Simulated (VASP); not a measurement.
# CdTe (r.bp) (F-43m) in VASP: single point with PBE

Aim: the single point of CdTe (r.bp) with PBE.

Everything below comes from runs of VASP 6.6.1. Logs are shortened: lines on timing, memory, paths and dates and some standing lists are left out, and cuts for length are marked.

## (1) The cell of the first run

Symmetry: F-43m, No. 216, cubic system. The conventional cell has a = 6.518 Å, b = 6.518 Å, c = 6.518 Å, α = 90.00°, β = 90.00°, γ = 90.00°. Within 3.7 Å of Cd (site symmetry -43m) lie 4 Te at 2.82 Å. Within 3.7 Å of Te (site symmetry -43m) lie 4 Cd at 2.82 Å.

## (2) Single point, PBE

File INCAR:

```
PREC = Accurate ; ENCUT = 500
EDIFF = 1E-6 ; ISMEAR = 0
SIGMA = 0.02 ; LREAL = False
LASPH = True ; NELM = 120
ALGO = Normal ; ISIF = 2
LWAVE = False ; LCHARG = True
GGA = PE ; LELF = True
LVHAR = True ; NBANDS = 16
GGA_COMPAT = False
```

File KPOINTS:

```
regular mesh
0
Gamma
  8 8 8
```

File POSCAR:

```
CdTe
1.0
    0.0000000000      3.2591820774      3.2591820774
    3.2591820774      0.0000000000      3.2591820774
    3.2591820774      3.2591820774      0.0000000000
Cd Te
1 1
Direct
    0.0000000000      0.0000000000      0.0000000000
    0.2500000000      0.2500000000      0.2500000000
```

Potentials or basis: VASP PAW PBE potentials, release 64 (Cd, Te).

Started as:

```console
> cat potpaw_PBE.64/Cd/POTCAR potpaw_PBE.64/Te/POTCAR > POTCAR
> mpirun -np 1 vasp_std > vasp.out
```

OUTCAR:

```text
PREC = Accurate
   ENCUT = 500
   EDIFF = 1E-6
   ISMEAR = 0
   LREAL = False
   LASPH = True
   NELM = 120
   ISIF = 2
   GGA = PE

 ion  position               nearest neighbor table
   1  0.000  0.000  0.000-   2 2.82   2 2.82   2 2.82   2 2.82
   2  0.250  0.250  0.250-   1 2.82   1 2.82   1 2.82   1 2.82

  LATTYP: Found a face centered cubic cell.
 ALAT       =     6.5183641548

  Lattice vectors:

 A1 = (   0.0000000000,   3.2591820774,   3.2591820774)
 A2 = (   3.2591820774,   0.0000000000,   3.2591820774)
 A3 = (   3.2591820774,   3.2591820774,   0.0000000000)

Analysis of symmetry for initial positions (statically):
=====================================================================
 Subroutine PRICEL returns:
 Original cell was already a primitive cell.

 Routine SETGRP: Setting up the symmetry group for a
 face centered cubic supercell.

 Subroutine GETGRP returns: Found 24 space group operations
 (whereof 24 operations were pure point group operations)
 out of a pool of 48 trial point group operations.

The static configuration has the point symmetry T_d .

Analysis of symmetry for dynamics (positions and initial velocities):
=====================================================================
 Subroutine PRICEL returns:
 Original cell was already a primitive cell.

 Routine SETGRP: Setting up the symmetry group for a
 face centered cubic supercell.

 Subroutine GETGRP returns: Found 24 space group operations
 (whereof 24 operations were pure point group operations)
 out of a pool of 48 trial point group operations.

The dynamic configuration has the point symmetry T_d .

 Subroutine INISYM returns: Found 24 space group operations
 (whereof 24 operations are pure point group operations),
 and found     1 'primitive' translations

----------------------------------------------------------------------------------------

                                     Primitive cell

  volume of cell :      69.2398

  direct lattice vectors                    reciprocal lattice vectors
     0.000000000  3.259182077  3.259182077    -0.153412724  0.153412724  0.153412724
     3.259182077  0.000000000  3.259182077     0.153412724 -0.153412724  0.153412724
     3.259182077  3.259182077  0.000000000     0.153412724  0.153412724 -0.153412724

  length of vectors
     4.609179496  4.609179496  4.609179496     0.265718632  0.265718632  0.265718632

  position of ions in fractional coordinates (direct lattice)
     0.000000000  0.000000000  0.000000000
     0.250000000  0.250000000  0.250000000

  ion indices of the primitive-cell ions
   primitive index   ion index
                 1           1
                 2           2

----------------------------------------------------------------------------------------

 KPOINTS: regular mesh

Automatic generation of k-mesh.
 Grid dimensions read from file:
 generate k-points for:    8    8    8

 Generating k-lattice:

  Cartesian coordinates                     Fractional coordinates (reciprocal lattice)
    -0.019176590  0.019176590  0.019176590     0.125000000  0.000000000  0.000000000
     0.019176590 -0.019176590  0.019176590     0.000000000  0.125000000  0.000000000
     0.019176590  0.019176590 -0.019176590     0.000000000  0.000000000  0.125000000

  Length of vectors
     0.033214829  0.033214829  0.033214829

  Shift w.r.t. Gamma in fractional coordinates (k-lattice)
     0.000000000  0.000000000  0.000000000

 Subroutine IBZKPT returns following result:
 ===========================================

 Found     29 irreducible k-points:

 Following reciprocal coordinates:
            Coordinates               Weight
  0.000000  0.000000  0.000000      1.000000
  0.125000  0.000000  0.000000      8.000000
  0.250000  0.000000  0.000000      8.000000
  0.375000  0.000000  0.000000      8.000000
  0.500000  0.000000  0.000000      4.000000
  0.125000  0.125000  0.000000      6.000000
[... 16 lines left out ...]
  0.500000  0.250000  0.125000     48.000000
 -0.375000  0.250000  0.125000     24.000000
 [... further k-points ...]
   k-points           NKPTS =     29   k-points in BZ     NKDIM =     29   number of bands    NBANDS=     16
   number of dos      NEDOS =    301   number of ions     NIONS =      2
   total plane-waves  NPLWV =  46656
   dimension x,y,z NGX =    36 NGY =   36 NGZ =   36
   dimension x,y,z NGXF=    72 NGYF=   72 NGZF=   72
   ions per type =               1   1
   NGX,Y,Z   is equivalent  to a cutoff of  12.98, 12.98, 12.98 a.u.
   NGXF,Y,Z  is equivalent  to a cutoff of  25.97, 25.97, 25.97 a.u.
 SYSTEM =  unknown system
   PREC   = accura    normal or accurate (medium, high low for compatibility)
   ISTART =      0    job   : 0-new  1-cont  2-samecut
   ICHARG =      2    charge: 1-file 2-atom 10-const
   ISPIN  =      1    spin polarized calculation?
   LNONCOLLINEAR =      F non collinear calculations
   LSORBIT =      F    spin-orbit coupling
   LASPH  =      T    aspherical Exc in radial PAW
   ENCUT  =  500.0 eV  36.75 Ry    6.06 a.u.   8.40  8.40  8.40*2*pi/ulx,y,z
   NELM   =    120;   NELMIN=  2; NELMDL= -5     # of ELM steps
   EDIFF  = 0.1E-05   stopping-criterion for ELM
   LREAL  =      F    real-space projection
   EDIFFG = 0.1E-04   stopping-criterion for IOM
   NSW    =      0    number of steps for IOM
   IBRION =     -1    ionic relax: 0-MD 1-quasi-New 2-CG
   NFREE  =      0    steps in history (QN), initial steepest desc. (CG)
   ISIF   =      2    stress and relaxation
   ISYM   =      2    0-nonsym 1-usesym 2-fastsym
   POTIM  = 0.5000    time-step for ionic-motion
   TEBEG  =    0.0;   TEEND  =   0.0 temperature during run
   PSTRESS=    0.0 pullay stress
   NELECT =      18.0000    total number of electrons
   NUPDOWN=      -1.0000    fix difference up-down
   EMIN   =  10.00;   EMAX   =-10.00  energy-range for DOS
   EFERMI =   0.00;   METHOD = LEGACY
   ISMEAR =     0;   SIGMA  =   0.02  broadening in eV -4-tet -1-fermi 0-gaus
   EFERMI_NEDOS =   21; number of points for ismear=-14 and -15
   IALGO  =     38    algorithm
   IMIX   =      4    mixing-type and parameters
     AMIX     =   0.40;   BMIX     =  1.00
     AMIX_MAG =   1.60;   BMIX_MAG =  1.00
  volume/ion in A,a.u.               =      34.62       233.63
  Fermi-wavevector in a.u.,A,eV,Ry     =   1.044833  1.974449 14.853165  1.091677
  Thomas-Fermi vector in A             =   2.179603
   LORBIT       =      0    0 simple, 1 ext, 2 COOP (PROOUT), +10 PAW based schemes
   GGA     = PE    functional components
   LHFCALC =     F    Hartree Fock is set to
   AEXX    =    0.0000 exact exchange contribution
   IVDW    =     0    specifies the selected vdW correction
   LEPSILON=     F    determine dielectric tensor
   LRPA    =     F    only Hartree local field effects (RPA)
 non-spin polarized calculation
 Gauss-broadening in eV      SIGMA  =   0.02
  energy-cutoff  :      500.00
  volume of cell :       69.24
 maximum number of plane-waves:      1807
 NGX is ok and might be reduce to    36
   NGX = 17   NGY = 17   NGZ = 17

 number of electron      18.0000001 magnetization

 Free energy of the ion-electron system (eV)
  ---------------------------------------------------
  ext. energy  EPLUGINS =         0.00000000
  ---------------------------------------------------
  free energy    TOTEN  =        -4.79240244 eV

  energy without entropy =       -4.79240244  energy(sigma->0) =       -4.79240244

 E-fermi :   2.3023     XC(G=0):  -8.5085

 val. band max:        2.1909279726   @ k =   0.0000   0.0000   0.0000
 cond. band min:       2.9101957019   @ k =   0.0000   0.0000   0.0000
 fundamental gap:      0.7192677293
 Fermi energy:         2.3023464558

 k-point     1 :       0.0000    0.0000    0.0000
  band No.  band energies     occupation
      1      -8.8850      2.00000
      2      -6.0362      2.00000
      3      -6.0362      2.00000
      4      -6.0362      2.00000
      5      -5.7883      2.00000
      6      -5.7883      2.00000
[... 8 lines left out ...]
     15      11.5189      0.00000
     16      11.5189      0.00000

 k-point     2 :       0.1250    0.0000    0.0000
  band No.  band energies     occupation
      1      -8.8290      2.00000
      2      -6.0257      2.00000
      3      -6.0257      2.00000
      4      -5.9914      2.00000
      5      -5.7891      2.00000
      6      -5.7891      2.00000
[... 8 lines left out ...]
     15      10.8303      0.00000
     16      10.8303      0.00000

 k-point     3 :       0.2500    0.0000    0.0000
  band No.  band energies     occupation
      1      -8.6935      2.00000
      2      -6.0023      2.00000
      3      -6.0023      2.00000
      4      -5.8425      2.00000
      5      -5.7886      2.00000
      6      -5.7886      2.00000
[... 8 lines left out ...]
     15      10.6283      0.00000
     16      10.6283      0.00000

 k-point     4 :       0.3750    0.0000    0.0000
  band No.  band energies     occupation
      1      -8.5593      2.00000
      2      -5.9827      2.00000
      3      -5.9827      2.00000
      4      -5.7835      2.00000
      5      -5.7835      2.00000
      6      -5.6000      2.00000
[... 8 lines left out ...]
     15      11.4141      0.00000
     16      11.4141      0.00000

 k-point     5 :       0.5000    0.0000    0.0000
  band No.  band energies     occupation
      1      -8.5049      2.00000
      2      -5.9760      2.00000
      3      -5.9760      2.00000
      4      -5.7797      2.00000
      5      -5.7797      2.00000
      6      -5.4499      2.00000
[... 8 lines left out ...]
     15      12.4600      0.00000
     16      12.4600      0.00000

 k-point     6 :       0.1250    0.1250    0.0000
  band No.  band energies     occupation
      1      -8.8105      2.00000
      2      -6.0155      2.00000
      3      -6.0155      2.00000
      4      -5.9904      2.00000
      5      -5.7942      2.00000
      6      -5.7840      2.00000
[... 8 lines left out ...]
     15      10.7297      0.00000
     16      11.6541      0.00000

 k-point     7 :       0.2500    0.1250    0.0000
  band No.  band energies     occupation
      1      -8.7017      2.00000
      2      -5.9980      2.00000
      3      -5.9909      2.00000
      4      -5.8871      2.00000
      5      -5.7900      2.00000
      6      -5.7804      2.00000
[... 8 lines left out ...]
     15      11.4595      0.00000
     16      11.5241      0.00000

 k-point     8 :       0.3750    0.1250    0.0000
  band No.  band energies     occupation
      1      -8.5679      2.00000
      2      -5.9794      2.00000
      3      -5.9692      2.00000
      4      -5.8096      2.00000
      5      -5.7770      2.00000
      6      -5.6422      2.00000
[... 8 lines left out ...]
     15      11.3793      0.00000
     16      11.9646      0.00000

 k-point     9 :       0.5000    0.1250    0.0000
  band No.  band energies     occupation
      1      -8.4884      2.00000
      2      -5.9686      2.00000
      3      -5.9615      2.00000
      4      -5.7935      2.00000
      5      -5.7781      2.00000
      6      -5.4361      2.00000
[... 8 lines left out ...]
     15      11.9881      0.00000
     16      12.5046      0.00000
[... 172 lines left out ...]
 k-point    19 :       0.5000    0.3750    0.0000
  band No.  band energies     occupation
      1      -8.4066      2.00000
      2      -5.9096      2.00000
      3      -5.8937      2.00000
      4      -5.8598      2.00000
      5      -5.7643      2.00000
      6      -5.3441      2.00000
[... 8 lines left out ...]
     15      12.9068      0.00000
     16      13.6015      0.00000

 k-point    20 :      -0.3750    0.3750    0.0000
  band No.  band energies     occupation
      1      -8.4001      2.00000
      2      -5.9277      2.00000
      3      -5.9046      2.00000
      4      -5.8317      2.00000
      5      -5.7751      2.00000
      6      -5.2747      2.00000
[... 8 lines left out ...]
     15      11.7996      0.00000
     16      14.4642      0.00000

 k-point    21 :       0.5000    0.5000    0.0000
  band No.  band energies     occupation
      1      -8.3893      2.00000
      2      -5.8856      2.00000
      3      -5.8811      2.00000
      4      -5.8811      2.00000
      5      -5.7591      2.00000
      6      -5.3165      2.00000
[... 8 lines left out ...]
     15      12.9724      0.00000
     16      13.6960      0.00000

 k-point    22 :       0.3750    0.2500    0.1250
  band No.  band energies     occupation
      1      -8.5944      2.00000
      2      -5.9755      2.00000
      3      -5.9642      2.00000
      4      -5.8321      2.00000
      5      -5.7790      2.00000
      6      -5.7022      2.00000
[... 8 lines left out ...]
     15      11.9532      0.00000
     16      12.5834      0.00000

 k-point    23 :       0.5000    0.2500    0.1250
  band No.  band energies     occupation
      1      -8.4898      2.00000
      2      -5.9568      2.00000
      3      -5.9473      2.00000
      4      -5.8139      2.00000
      5      -5.7789      2.00000
      6      -5.4876      2.00000
[... 8 lines left out ...]
     15      12.1316      0.00000
     16      12.8632      0.00000

 k-point    24 :      -0.3750    0.2500    0.1250
  band No.  band energies     occupation
      1      -8.4476      2.00000
      2      -5.9519      2.00000
      3      -5.9403      2.00000
      4      -5.8027      2.00000
      5      -5.7829      2.00000
      6      -5.3588      2.00000
[... 8 lines left out ...]
     15      12.2843      0.00000
     16      12.7658      0.00000

 [... further k-points ...]
[... 5 lines left out ...]
  --------------------------------------------------------------------------------------
  -------------------------------------------------------------------------------------
  Total        0.8305255      0.8305255      0.8305255     -0.0000000     -0.0000000      0.0000000
  in kB       19.2179770     19.2179770     19.2179770     -0.0000000     -0.0000000      0.0000000
  external PRESSURE =      19.2179770 kB  Pullay stress =       0.0000000 kB

 VOLUME and BASIS-vectors are now :
 -----------------------------------------------------------------------------
  energy-cutoff  :      500.00
  volume of cell :       69.24
      direct lattice vectors                 reciprocal lattice vectors
     0.000000000  3.259182077  3.259182077    -0.153412724  0.153412724  0.153412724
     3.259182077  0.000000000  3.259182077     0.153412724 -0.153412724  0.153412724
     3.259182077  3.259182077  0.000000000     0.153412724  0.153412724 -0.153412724

 POSITION                                       TOTAL-FORCE (eV/Angst)
 -----------------------------------------------------------------------------------
      0.00000      0.00000      0.00000         0.000000      0.000000      0.000000
      1.62959      1.62959      1.62959        -0.000000     -0.000000     -0.000000
 -----------------------------------------------------------------------------------
    total drift:                                0.000000      0.000000      0.000000

  FREE ENERGIE OF THE ION-ELECTRON SYSTEM (eV)
  ---------------------------------------------------
  free  energy   TOTEN  =        -4.7924024387 eV

  energy  without entropy=       -4.7924024387  energy(sigma->0) =       -4.79240244
```

Run time: 28 s. Hardware: 1 thread of Intel Xeon Platinum 8259CL at 2.50GHz (Skylake/Cascade Lake), shared host; peak memory 0.21 GiB.

What came out:

* Free energy: -4.7924 eV
* Pressure: 1.9 GPa
* Band gap on the k mesh: 0.72 eV, direct

Caveat: spin-orbit coupling is left out, which moves the levels of the heavy elements. A hybrid or GW would open this gap; PBE tends to underestimate it.
